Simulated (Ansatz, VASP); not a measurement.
Tl: VASP beside Ansatz

```
Tl
1.0
    -1.97283    1.97283    1.97283
     1.97283   -1.97283    1.97283
     1.97283    1.97283   -1.97283
Tl
1
Direct
  0.00000 0.00000 0.00000
```

Change from the starting cell: volume scaled by 1.05.

Alike in both runs: task single point; functional PBE; k mesh 13 × 13 × 13; occupations fermi-dirac, width 0.05 eV; no spin polarisation.

```csv
,VASP,Ansatz
version,VASP 6.6.1,Ansatz 0.2.0
potentials or method,"VASP PAW PBE potentials, release 64 (Tl_d), cutoff 520 eV","all-electron LAPW, scalar-relativistic"
```

Ansatz gave:

- pressure (GPa): 0.7

Problem. Estimate VASP's values.

Solution. Pressure (GPa): 0.6.

Ansatz ran all-electron here, and VASP with PAW potentials.

Spin-orbit coupling is off throughout.
